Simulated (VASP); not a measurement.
# SbSeBr3 (R3m) in VASP: further runs, part 2 of 2

VASP 6.6.1. Earlier steps stand in the parts before.

## (3) Relaxation of cell and atoms, PBE

Contents of INCAR:

```
SYSTEM = SbSeBr3
PREC = Accurate ; ENCUT = 600
EDIFF = 1E-7 ; ISMEAR = 0
SIGMA = 0.1 ; LREAL = .FALSE.
LASPH = .TRUE. ; NELM = 80
ALGO = Normal ; ISIF = 3
LWAVE = .FALSE. ; LCHARG = .FALSE.
GGA = PE ; IBRION = 2
NSW = 100 ; EDIFFG = -0.01
```

Contents of KPOINTS:

```
regular mesh
0
G
  6 6 6
  0 0 0
```

Contents of POSCAR:

```
SbSeBr3
1.0
    3.7835815700      2.1844518400      3.0901465900
   -3.7835815700      2.1844518400      3.0901465900
    0.0000000000     -4.3689036800      3.0901465900
Sb Se Br
1 1 3
Direct
    0.0095460800      0.0095460800      0.0095460800
    0.5119105300      0.5119105300      0.5119105300
    0.5126222100      0.0122175500      0.5126222100
    0.5126222100      0.5126222100      0.0122175500
    0.0122175500      0.5126222100      0.5126222100
```

Potentials or basis: VASP PAW PBE potentials, release 64 (Sb, Se, Br).

Started as:

```sh
$ cat potpaw_PBE.64/Sb/POTCAR potpaw_PBE.64/Se/POTCAR potpaw_PBE.64/Br/POTCAR > POTCAR
$ mpirun -np 1 vasp_std > vasp.out
```

OUTCAR:

```text
SYSTEM = SbSeBr3
   PREC = Accurate
   ENCUT = 600
   EDIFF = 1E-7
   ISMEAR = 0
   LREAL = .FALSE.
   LASPH = .TRUE.
   NELM = 80
   ISIF = 3
   GGA = PE
   IBRION = 2
   NSW = 100
   EDIFFG = -0.01

 ion  position               nearest neighbor table
   1  0.010  0.010  0.010-
   2  0.512  0.512  0.512-   3 2.67   5 2.67   4 2.67   3 2.68   5 2.68   4 2.68
   3  0.513  0.012  0.513-   2 2.67   2 2.68
   4  0.513  0.513  0.012-   2 2.67   2 2.68
   5  0.012  0.513  0.513-   2 2.67   2 2.68

  LATTYP: Found a trigonal (rhomboedric) cell.
 ALAT       =     5.3512919268
 COS(alpha) =     0.0001866962

  Lattice vectors:

 A1 = (   3.7835815700,   2.1844518400,   3.0901465900)
 A2 = (  -3.7835815700,   2.1844518400,   3.0901465900)
 A3 = (   0.0000000000,  -4.3689036800,   3.0901465900)

Analysis of symmetry for initial positions (statically):
=====================================================================
 Subroutine PRICEL returns:
 Original cell was already a primitive cell.

 Routine SETGRP: Setting up the symmetry group for a
 trigonal (rhombohedral) supercell.

 Subroutine GETGRP returns: Found  6 space group operations
 (whereof  6 operations were pure point group operations)
 out of a pool of 12 trial point group operations.

The static configuration has the point symmetry C_3v.

Analysis of symmetry for dynamics (positions and initial velocities):
=====================================================================
 Subroutine PRICEL returns:
 Original cell was already a primitive cell.

 Routine SETGRP: Setting up the symmetry group for a
 trigonal (rhombohedral) supercell.

 Subroutine GETGRP returns: Found  6 space group operations
 (whereof  6 operations were pure point group operations)
 out of a pool of 12 trial point group operations.

The dynamic configuration has the point symmetry C_3v.

 Subroutine INISYM returns: Found  6 space group operations
 (whereof  6 operations are pure point group operations),
[... 137 lines left out ...]
  volume of cell :      153.24
 maximum number of plane-waves:      5137
 NGX is ok and might be reduce to    48
   NGX = 21   NGY = 21   NGZ = 21

--------------------------------------- Ionic step        1  -------------------------------------------

 number of electron      31.9999998 magnetization

 Free energy of the ion-electron system (eV)
  ---------------------------------------------------
  ext. energy  EPLUGINS =         0.00000000
  ---------------------------------------------------
  free energy    TOTEN  =       -10.62025509 eV

  energy without entropy =      -10.58734592  energy(sigma->0) =      -10.60380051

------------------------ aborting loop because EDIFF is reached ----------------------------------------

  FORCE on cell =-STRESS in cart. coord.  units (eV):
  Direction    XX          YY          ZZ          XY          YZ          ZX
  --------------------------------------------------------------------------------------
  -------------------------------------------------------------------------------------
  Total        0.2058462      0.2058462      0.2037099      0.0000000      0.0000000     -0.0000000
  in kB        2.1521748      2.1521749      2.1298388      0.0000000      0.0000000     -0.0000000
  external PRESSURE =       2.1447295 kB  Pullay stress =       0.0000000 kB
[... 98 lines left out ...]
  FREE ENERGIE OF THE ION-ELECTRON SYSTEM (eV)
  ---------------------------------------------------
  free  energy   TOTEN  =       -10.6209810944 eV

  energy  without entropy=      -10.5873357911  energy(sigma->0) =      -10.60415844

 E-fermi :   2.0255     XC(G=0):  -7.1278

 val. band max:        2.0061409883   @ k =   0.5000   0.0000   0.0000
 cond. band min:       2.0269096162   @ k =   0.3333   0.3333   0.1667
 fundamental gap:      0.0207686278
 Fermi energy:         2.0254738342

 k-point     1 :       0.0000    0.0000    0.0000
  band No.  band energies     occupation
      1     -15.0751      2.00000
      2     -14.2098      2.00000
      3     -14.2098      2.00000
      4     -10.2951      2.00000
      5      -8.5221      2.00000
      6      -3.9926      2.00000
[... 541 lines left out ...]
     19       3.0142      0.00000
     20       3.2677      0.00000

 [... further k-points ...]

[... ionic steps 4 to 84 ...]

--------------------------------------- Ionic step       85  -------------------------------------------

 number of electron      32.0000002 magnetization

------------------------ aborting loop because EDIFF is reached ----------------------------------------
[... 73 lines left out ...]
--------------------------------------- Ionic step       87  -------------------------------------------

 number of electron      32.0000002 magnetization

 Free energy of the ion-electron system (eV)
  ---------------------------------------------------
  ext. energy  EPLUGINS =         0.00000000
  ---------------------------------------------------
  free energy    TOTEN  =       -14.00693281 eV

  energy without entropy =      -14.00607975  energy(sigma->0) =      -14.00650628

 E-fermi :  -1.8873     XC(G=0):  -5.3050

 val. band max:       -1.9925507709   @ k =   0.5000   0.0000   0.0000
 cond. band min:      -1.8692800610   @ k =   0.0000   0.0000   0.0000
 fundamental gap:      0.1232707099
 Fermi energy:        -1.8873008913

 k-point     1 :       0.0000    0.0000    0.0000
  band No.  band energies     occupation
      1     -17.0509      2.00000
      2     -16.5061      2.00000
      3     -16.5061      2.00000
      4     -14.0527      2.00000
      5     -11.0245      2.00000
      6      -6.7519      2.00000
[... 575 lines left out ...]
  FREE ENERGIE OF THE ION-ELECTRON SYSTEM (eV)
  ---------------------------------------------------
  free  energy   TOTEN  =       -14.0069328057 eV

  energy  without entropy=      -14.0060797476  energy(sigma->0) =      -14.00650628

 reached required accuracy - stopping structural energy minimisation
```

OSZICAR:

```text
N       E                     dE             d eps       ncg     rms          rms(c)
DAV:   1     0.228784146104E+03    0.22878E+03   -0.13617E+04  1280   0.148E+03
DAV:   2     0.103354240598E+02   -0.21845E+03   -0.21265E+03  1824   0.226E+02
DAV:   3    -0.106601956665E+02   -0.20996E+02   -0.20393E+02  1488   0.814E+01
DAV:   4    -0.110802567268E+02   -0.42006E+00   -0.39706E+00  1360   0.124E+01
[... 668 lines left out ...]
DAV:  11    -0.139897575474E+02   -0.71407E-07   -0.10544E-07   992   0.206E-03
  65 F= -.13989758E+02 E0= -.13989659E+02  d E =-.513844E-02
       N       E                     dE             d eps       ncg     rms          rms(c)
DAV:   1    -0.139897127337E+02    0.44742E-04   -0.11099E+01  1280   0.178E+01    0.166E+00
DAV:   2    -0.140135846750E+02   -0.23872E-01   -0.54619E-01  1448   0.427E+00    0.733E
```

Wall time 51 min (1 thread of Intel Xeon 6975P-C (Granite Rapids), shared host); peak memory 0.44 GiB.

Results:

* Free energy: -14.0069 eV
* Relaxed volume: 62.35 Å³/atom
* Relaxed cell: a = 6.789 Å, b = 6.789 Å, c = 6.789 Å, α = 87.17°, β = 87.17°, γ = 87.17°
* Space group after relaxing (to 0.1 Å): R3m (No. 160)
* Pressure after relaxing: 0.0 GPa
* Largest force after relaxing: 0.006 eV/Å
* Band gap on the k mesh: 0.12 eV (least direct gap 0.24 eV)

Forces in eV/Å, atoms in the order of the input:
```
Sb   0.000  0.000  0.006
Se   0.000  0.000 -0.001
Br   0.000  0.000 -0.002
Br   0.000  0.000 -0.002
Br   0.000  0.000 -0.002
```

Final structure:
```cif
data_structure
_symmetry_space_group_name_H-M 'P 1'
_symmetry_Int_Tables_number 1
_cell_length_a 6.7887
_cell_length_b 6.7887
_cell_length_c 6.7887
_cell_angle_alpha 87.169
_cell_angle_beta 87.169
_cell_angle_gamma 87.169
_cell_volume 311.76
loop_
_atom_site_label
_atom_site_type_symbol
_atom_site_fract_x
_atom_site_fract_y
_atom_site_fract_z
_atom_site_occupancy
Sb1 Sb 0.70822 0.70822 0.70822 1
Se1 Se 0.50670 0.50670 0.50670 1
Br1 Br 0.63359 0.07682 0.63359 1
Br2 Br 0.63359 0.63359 0.07682 1
Br3 Br 0.07682 0.63359 0.63359 1
```

Caveat: the volume moved by over 15 % at a fixed basis, so the end points are rough; semilocal functionals underestimate gaps, and a narrow one can read as zero; spin-orbit coupling is left out, which moves the levels of the heavy elements. A k mesh can miss the band edges.

The gap in the log of VASP goes by the Fermi energy; the results here count the filled bands.